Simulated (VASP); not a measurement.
# HCl (I4/mmm) in VASP: a series of runs

Runs on HCl. Level: r2SCAN. Tasks: single point.

All numbers are computed with VASP 6.6.1; they aren't measurements. Logs are shortened: lines on timing, memory, paths and dates and some standing lists are left out, and cuts for length are marked.

### 1 The cell of the first run

The structure is tetragonal, space group I4/mmm (No. 139). The conventional cell has a = 3.813 Å, b = 3.813 Å, c = 5.557 Å, α = 90.00°, β = 90.00°, γ = 90.00°. H (site symmetry 4/mmm) has 6 Cl at 2.70 to 2.78 Å within 3.6 Å. Within 3.6 Å of Cl (site symmetry 4/mmm) lie 6 H at 2.70 to 2.78 Å.

### 2 Single point, r2SCAN (strain -0.015 along x and y, +0.015 along z)

Input file POSCAR:

```
HCl
1.0
    0.0000000000      2.6964375000      2.7785625000
    2.6964375000      0.0000000000      2.7785625000
    2.6964375000      2.6964375000      0.0000000000
H Cl
1 1
Direct
    0.0000000000      0.0000000000      0.0000000000
    0.5000000000      0.5000000000      0.5000000000
```

Input file INCAR.step1:

```
PREC = Accurate
ENCUT = 520
ISMEAR = 0
SIGMA = 0.15
LREAL = False
LASPH = True
NELM = 60
NBANDS = 11
GGA = PE
ALGO = Normal
EDIFF = 1E-4
LWAVE = True
LCHARG = False
```

Input file INCAR.step2:

```
PREC = Accurate
ENCUT = 520
EDIFF = 1E-6
ISMEAR = 0
SIGMA = 0.15
LREAL = False
LASPH = True
NELM = 60
ALGO = Normal
ISIF = 2
LWAVE = False
LCHARG = True
METAGGA = R2SCAN
LMIXTAU = True
LELF = True
LVHAR = True
NBANDS = 11
ISTART = 1
```

Input file KPOINTS:

```
Automatic mesh
0
Gamma
  16 16 16
```

Potentials or basis: VASP PAW PBE potentials, release 64 (H, Cl).

Started as:

```bash
> cat potpaw_PBE.64/H/POTCAR potpaw_PBE.64/Cl/POTCAR > POTCAR
> cp INCAR.step1 INCAR
> mpirun -np 1 vasp_std > vasp.out
> cp INCAR.step2 INCAR
> mpirun -np 1 vasp_std > vasp.out
```

OUTCAR:

```text
PREC = Accurate
   ENCUT = 520
   EDIFF = 1E-6
   ISMEAR = 0
   LREAL = False
   LASPH = True
   NELM = 60
   ISIF = 2
   METAGGA = R2SCAN
   ISTART = 1

 ion  position               nearest neighbor table
   1  0.000  0.000  0.000-
   2  0.500  0.500  0.500-

  LATTYP: Found a body centered tetragonal cell.
 ALAT       =     3.8133384826
 C/A-ratio  =     1.4572860567

  Lattice vectors:

 A1 = (  -2.6964375000,   0.0000000000,   2.7785625000)
 A2 = (   2.6964375000,   0.0000000000,   2.7785625000)
 A3 = (   0.0000000000,   2.6964375000,  -2.7785625000)

Analysis of symmetry for initial positions (statically):
=====================================================================
 Subroutine PRICEL returns:
 Original cell was already a primitive cell.

 Routine SETGRP: Setting up the symmetry group for a
 body centered tetragonal supercell.

 Subroutine GETGRP returns: Found 16 space group operations
 (whereof 16 operations were pure point group operations)
 out of a pool of 16 trial point group operations.

The static configuration has the point symmetry D_4h.

Analysis of symmetry for dynamics (positions and initial velocities):
=====================================================================
 Subroutine PRICEL returns:
 Original cell was already a primitive cell.

 Routine SETGRP: Setting up the symmetry group for a
 body centered tetragonal supercell.

 Subroutine GETGRP returns: Found 16 space group operations
 (whereof 16 operations were pure point group operations)
 out of a pool of 16 trial point group operations.

The dynamic configuration has the point symmetry D_4h.

 Subroutine INISYM returns: Found 16 space group operations
 (whereof 16 operations are pure point group operations),
 and found     1 'primitive' translations

----------------------------------------------------------------------------------------

                                     Primitive cell

  volume of cell :      40.4046

  direct lattice vectors                    reciprocal lattice vectors
     0.000000000  2.696437500  2.778562500    -0.185429850  0.185429850  0.179949164
     2.696437500  0.000000000  2.778562500     0.185429850 -0.185429850  0.179949164
     2.696437500  2.696437500  0.000000000     0.185429850  0.185429850 -0.179949164

  length of vectors
     3.871845136  3.871845136  3.813338483     0.318041129  0.318041129  0.318041129

  position of ions in fractional coordinates (direct lattice)
     0.000000000  0.000000000  0.000000000
     0.500000000  0.500000000  0.500000000

  ion indices of the primitive-cell ions
   primitive index   ion index
                 1           1
                 2           2

----------------------------------------------------------------------------------------

 KPOINTS: Automatic mesh

Automatic generation of k-mesh.
 Grid dimensions read from file:
 generate k-points for:   16   16   16

 Generating k-lattice:

  Cartesian coordinates                     Fractional coordinates (reciprocal lattice)
    -0.011589366  0.011589366  0.011246823     0.062500000  0.000000000  0.000000000
     0.011589366 -0.011589366  0.011246823     0.000000000  0.062500000  0.000000000
     0.011589366  0.011589366 -0.011246823     0.000000000  0.000000000  0.062500000

  Length of vectors
     0.019877571  0.019877571  0.019877571

  Shift w.r.t. Gamma in fractional coordinates (k-lattice)
     0.000000000  0.000000000  0.000000000

 Subroutine IBZKPT returns following result:
 ===========================================

 Found    349 irreducible k-points:

 Following reciprocal coordinates:
            Coordinates               Weight
  0.000000  0.000000  0.000000      1.000000
  0.062500  0.000000  0.000000      8.000000
  0.125000  0.000000  0.000000      8.000000
  0.187500  0.000000  0.000000      8.000000
  0.250000  0.000000  0.000000      8.000000
  0.312500  0.000000  0.000000      8.000000
[... 16 lines left out ...]
 -0.125000  0.062500  0.000000      8.000000
 -0.062500  0.062500  0.000000      4.000000
 [... further k-points ...]
   k-points           NKPTS =    349   k-points in BZ     NKDIM =    349   number of bands    NBANDS=     11
   number of dos      NEDOS =    301   number of ions     NIONS =      2
   total plane-waves  NPLWV =  25200
   dimension x,y,z NGX =    30 NGY =   30 NGZ =   28
   dimension x,y,z NGXF=    60 NGYF=   60 NGZF=   56
   ions per type =               1   1
   NGX,Y,Z   is equivalent  to a cutoff of  12.88, 12.88, 12.21 a.u.
   NGXF,Y,Z  is equivalent  to a cutoff of  25.76, 25.76, 24.41 a.u.
 SYSTEM =  unknown system
   PREC   = accura    normal or accurate (medium, high low for compatibility)
   ISTART =      1    job   : 0-new  1-cont  2-samecut
   ICHARG =      0    charge: 1-file 2-atom 10-const
   ISPIN  =      1    spin polarized calculation?
   LNONCOLLINEAR =      F non collinear calculations
   LSORBIT =      F    spin-orbit coupling
   LASPH  =      T    aspherical Exc in radial PAW
   ENCUT  =  520.0 eV  38.22 Ry    6.18 a.u.   7.20  7.20  7.09*2*pi/ulx,y,z
   NELM   =     60;   NELMIN=  2; NELMDL=  0     # of ELM steps
   EDIFF  = 0.1E-05   stopping-criterion for ELM
   LREAL  =      F    real-space projection
   EDIFFG = 0.1E-04   stopping-criterion for IOM
   NSW    =      0    number of steps for IOM
   IBRION =     -1    ionic relax: 0-MD 1-quasi-New 2-CG
   NFREE  =      0    steps in history (QN), initial steepest desc. (CG)
   ISIF   =      2    stress and relaxation
   ISYM   =      2    0-nonsym 1-usesym 2-fastsym
   POTIM  = 0.5000    time-step for ionic-motion
   TEBEG  =    0.0;   TEEND  =   0.0 temperature during run
   PSTRESS=    0.0 pullay stress
   NELECT =       8.0000    total number of electrons
   NUPDOWN=      -1.0000    fix difference up-down
   EMIN   =  10.00;   EMAX   =-10.00  energy-range for DOS
   EFERMI =   0.00;   METHOD = LEGACY
   ISMEAR =     0;   SIGMA  =   0.15  broadening in eV -4-tet -1-fermi 0-gaus
   EFERMI_NEDOS =   21; number of points for ismear=-14 and -15
   IALGO  =     38    algorithm
   IMIX   =      4    mixing-type and parameters
     AMIX     =   0.40;   BMIX     =  1.00
     AMIX_MAG =   1.60;   BMIX_MAG =  1.00
  volume/ion in A,a.u.               =      20.20       136.33
  Fermi-wavevector in a.u.,A,eV,Ry     =   0.954175  1.803129 12.387414  0.910449
  Thomas-Fermi vector in A             =   2.082897
   LORBIT       =      0    0 simple, 1 ext, 2 COOP (PROOUT), +10 PAW based schemes
   METAGGA = R2SCAN    functional components
   LHFCALC =     F    Hartree Fock is set to
   AEXX    =    0.0000 exact exchange contribution
   IVDW    =     0    specifies the selected vdW correction
   LEPSILON=     F    determine dielectric tensor
   LRPA    =     F    only Hartree local field effects (RPA)
 non-spin polarized calculation
 Gauss-broadening in eV      SIGMA  =   0.15
  energy-cutoff  :      520.00
  volume of cell :       40.40
 maximum number of plane-waves:      1099
 NGX is ok and might be reduce to    30
   NGX = 15   NGY = 15   NGZ = 15

 number of electron       8.0000000 magnetization

 Free energy of the ion-electron system (eV)
  ---------------------------------------------------
  ext. energy  EPLUGINS =         0.00000000
  ---------------------------------------------------
  free energy    TOTEN  =        -7.11206171 eV

  energy without entropy =       -7.11019191  energy(sigma->0) =       -7.11112681

 E-fermi :  -2.3577     XC(G=0):  -8.0595

 val. band max:       -2.4340661108   @ k =   0.0000   0.0000   0.0000
 cond. band min:      -2.3237138827   @ k =   0.4375   0.4375   0.0000
 fundamental gap:      0.1103522281
 Fermi energy:        -2.3576750606

 k-point     1 :       0.0000    0.0000    0.0000
  band No.  band energies     occupation
      1     -16.1910      2.00000
      2      -2.5432      1.91974
      3      -2.5432      1.91974
      4      -2.4943      1.80216
      5      -2.4341      1.52861
      6       9.9701      0.00000
      7      10.8500      0.00000
      8      11.0660      0.00000
      9      11.0660      0.00000
     10      13.2599      0.00000
     11      13.5905      0.00000

 k-point     2 :       0.0625    0.0000    0.0000
  band No.  band energies     occupation
      1     -16.1767      2.00000
      2      -3.0407      2.00000
      3      -2.5492      1.92897
      4      -2.5169      1.86674
      5      -1.9432      0.00009
      6       9.8400      0.00000
      7      10.7674      0.00000
      8      10.9970      0.00000
      9      11.1107      0.00000
     10      12.9333      0.00000
     11      13.2184      0.00000

 k-point     3 :       0.1250    0.0000    0.0000
  band No.  band energies     occupation
      1     -16.1355      2.00000
      2      -3.5944      2.00000
      3      -2.5659      1.95040
      4      -2.5427      1.91897
      5      -1.4478      0.00000
      6       9.3266      0.00000
      7      10.6488      0.00000
      8      11.0002      0.00000
      9      11.1772      0.00000
     10      12.5004      0.00000
     11      12.6908      0.00000

 k-point     4 :       0.1875    0.0000    0.0000
  band No.  band energies     occupation
      1     -16.0726      2.00000
      2      -4.1243      2.00000
      3      -2.5907      1.97198
      4      -2.5806      1.96445
      5      -1.0068      0.00000
      6       8.5735      0.00000
      7      10.7121      0.00000
      8      10.8624      0.00000
      9      11.0321      0.00000
     10      12.4929      0.00000
     11      12.5677      0.00000
[... 239 lines left out ...]
 k-point    22 :      -0.1875    0.0625    0.0000
  band No.  band energies     occupation
      1     -16.0351      2.00000
      2      -4.3615      2.00000
      3      -2.6674      1.99650
      4      -2.5707      1.95537
      5      -0.7929      0.00000
      6       8.3690      0.00000
      7      10.0734      0.00000
      8      10.9354      0.00000
      9      11.3925      0.00000
     10      12.1386      0.00000
     11      13.1706      0.00000

 k-point    23 :      -0.1250    0.0625    0.0000
  band No.  band energies     occupation
      1     -16.1030      2.00000
      2      -3.8914      2.00000
      3      -2.6062      1.98090
      4      -2.5507      1.93128
      5      -1.1755      0.00000
      6       9.1147      0.00000
      7      10.1831      0.00000
      8      11.2785      0.00000
      9      11.2955      0.00000
     10      11.9688      0.00000
     11      12.9378      0.00000

 k-point    24 :      -0.0625    0.0625    0.0000
  band No.  band energies     occupation
      1     -16.1523      2.00000
      2      -3.4194      2.00000
      3      -2.5476      1.92661
      4      -2.5431      1.91955
      5      -1.5938      0.00000
      6       9.6633      0.00000
      7      10.4918      0.00000
      8      11.0500      0.00000
      9      11.2073      0.00000
     10      12.5025      0.00000
     11      12.9844      0.00000

 [... further k-points ...]
[... 5 lines left out ...]
  --------------------------------------------------------------------------------------
  -------------------------------------------------------------------------------------
  Total       -2.7829388     -2.7829388     -2.1598663      0.0000000      0.0000000     -0.0000000
  in kB     -110.3527979   -110.3527979    -85.6458978      0.0000000      0.0000000     -0.0000000
  external PRESSURE =    -102.1171645 kB  Pullay stress =       0.0000000 kB

 VOLUME and BASIS-vectors are now :
 -----------------------------------------------------------------------------
  energy-cutoff  :      520.00
  volume of cell :       40.40
      direct lattice vectors                 reciprocal lattice vectors
     0.000000000  2.696437500  2.778562500    -0.185429850  0.185429850  0.179949164
     2.696437500  0.000000000  2.778562500     0.185429850 -0.185429850  0.179949164
     2.696437500  2.696437500  0.000000000     0.185429850  0.185429850 -0.179949164

 POSITION                                       TOTAL-FORCE (eV/Angst)
 -----------------------------------------------------------------------------------
      0.00000      0.00000      0.00000         0.000000      0.000000      0.000000
      2.69644      2.69644      2.77856         0.000000      0.000000      0.000000
 -----------------------------------------------------------------------------------
    total drift:                                0.000000     -0.000000      0.000000

  FREE ENERGIE OF THE ION-ELECTRON SYSTEM (eV)
  ---------------------------------------------------
  free  energy   TOTEN  =        -7.1120617101 eV

  energy  without entropy=       -7.1101919114  energy(sigma->0) =       -7.11112681
```

Wall time 9.2 min (1 thread of Intel Xeon 6975P-C, shared host); peak memory 0.27 GiB.

What came out:

| Item | Value |
| --- | --- |
| Free energy | -7.1121 eV |
| Pressure | -10.2 GPa |
| Band gap on the k mesh | zero (band 4 reaches -2.49 eV, above the bottom of band 5 at -2.52 eV) |

Levels at points of the mesh, in eV from the Fermi level:
| k point | band 1 | band 2 | band 3 | band 4 | band 5 | band 6 | band 7 | band 8 | band 9 |
| --- | --- | --- | --- | --- | --- | --- | --- | --- | --- |
| (0.00, 0.00, 0.00) | -13.83 | -0.19 | -0.19 | -0.14 | -0.08 | 12.33 | 13.21 | 13.42 | 13.42 |
| (0.50, 0.00, 0.00) | -13.43 | -3.23 | -0.38 | -0.33 | 2.43 | 8.66 | 11.81 | 12.03 | 15.30 |
| (0.50, 0.50, 0.00) | -13.35 | -1.94 | -0.79 | -0.79 | -0.13 | 10.17 | 12.89 | 16.03 | 16.28 |
| (0.50, 0.00, 0.50) | -13.31 | -1.96 | -0.91 | -0.78 | -0.16 | 10.04 | 13.24 | 15.85 | 15.94 |

Caveat: the cell differs from its parent crystal (strain -0.015 along x and y, +0.015 along z); the PAW data sets were made with another functional, which shifts forces and pressure a little.

### 3 Single point, r2SCAN (strain +0.000 along x and y, -0.015 along z)

Input file POSCAR:

```
HCl
1.0
    0.0000000000      2.7375000000      2.6964375000
    2.7375000000      0.0000000000      2.6964375000
    2.7375000000      2.7375000000      0.0000000000
H Cl
1 1
Direct
    0.0000000000      0.0000000000      0.0000000000
    0.5000000000      0.5000000000      0.5000000000
```

Input file INCAR.step1:

```
ALGO = Normal
EDIFF = 1E-4
ENCUT = 520
GGA = PE
ISMEAR = 0
LASPH = T
LCHARG = F
LREAL = F
LWAVE = T
NBANDS = 11
NELM = 80
PREC = Accurate
SIGMA = 0.15
```

Input file INCAR.step2:

```
ALGO = Normal
EDIFF = 1E-6
ENCUT = 520
ISIF = 2
ISMEAR = 0
ISTART = 1
LASPH = T
LCHARG = F
LMIXTAU = T
LREAL = F
LWAVE = F
METAGGA = R2SCAN
NBANDS = 11
NELM = 80
PREC = Accurate
SIGMA = 0.15
```

Input file KPOINTS:

```
k-points
0
Gamma
  16 16 16
```

Potentials or basis: VASP PAW PBE potentials, release 64 (H, Cl).

Started as:

```bash
> cat potpaw_PBE.64/H/POTCAR potpaw_PBE.64/Cl/POTCAR > POTCAR
> cp INCAR.step1 INCAR
> mpirun -np 1 vasp_std > vasp.out
> cp INCAR.step2 INCAR
> mpirun -np 1 vasp_std > vasp.out
```

Wall time 12 min (1 thread of Intel Xeon 6975P-C, shared host); peak memory 0.27 GiB.

It converged, with:

```
Free energy            : -7.1068 eV
Pressure               : -10.2 GPa
Band gap on the k mesh : zero (filled and empty bands overlap)
```

Stress tensor (GPa, compression positive):
```
 -9.76   0.00   0.00
  0.00  -9.76   0.00
  0.00   0.00 -11.09
```

Levels at points of the mesh, in eV from the Fermi level:
```tsv
k point	band 2	band 3	band 4	band 5	band 6	band 7
(0.00, 0.00, 0.00)	-0.19	-0.16	-0.16	-0.08	12.36	13.31
(0.50, 0.00, 0.00)	-3.22	-0.36	-0.34	2.42	8.66	11.86
(0.50, 0.50, 0.00)	-1.96	-0.84	-0.84	-0.16	10.04	13.24
(0.50, 0.00, 0.50)	-1.95	-0.85	-0.78	-0.15	10.11	13.06
```

Caveat: the cell differs from its parent crystal (strain +0.000 along x and y, -0.015 along z); the PAW data sets were made with another functional, which shifts forces and pressure a little.
